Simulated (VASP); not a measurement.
A run of VASP 6.6.1 is set up as follows.

File INCAR:

```
  PREC = Accurate
  ENCUT = 520
  EDIFF = 1E-7
  ISMEAR = 0
  SIGMA = 0.15
  LREAL = F
  LASPH = T
  NELM = 60
  ALGO = Normal
  ISIF = 2
  LWAVE = F
  LCHARG = F
  GGA = PE
  NBANDS = 25
```

The input KPOINTS:

```
Automatic mesh
0
Gamma
  16 16 10
```

Contents of POSCAR:

```
CuO
1.0
    2.0821496890     -2.0879424390      0.0000000000
    2.0821496890      2.0879424390      0.0000000000
    0.0000000000      0.0000000000      5.1512621043
Cu O
2 2
Direct
    0.0000000000      0.5000000000      0.0000000000
    0.5000000000      0.0000000000      0.5000000000
    0.5306498400      0.5000000000      0.2653249200
    0.5000000000      0.5000000000      0.7500000000
```

Potentials or basis: VASP PAW PBE potentials, release 64 (Cu, O).

The run is started by

```console
$ cat potpaw_PBE.64/Cu/POTCAR potpaw_PBE.64/O/POTCAR > POTCAR
$ mpirun -np 1 vasp_std > vasp.out
```

Q: What does it give for the pressure?

A: 1.3 GPa.

Q: Predict the band gap on the k mesh.

A: Zero (bands 17 and 18 overlap by 1.05 eV).

Q: Estimate the largest force.

A: 1.071 eV/Å.

Stress tensor (GPa, compression positive):
```
 1.01  1.04 -0.87
 1.04  0.98  0.86
-0.87  0.86  1.87
```

Caveat: the cell differs from its parent crystal (atom 3 (O) moved -0.120 Å towards its neighbour atom 1 (Cu) at 1.958 Å); semilocal functionals often make such compounds metallic where correlation or magnetic order opens a gap, which also shifts bond lengths; forces of over 1 eV/Å act on the atoms, so gaps and moduli don't describe the material at rest.
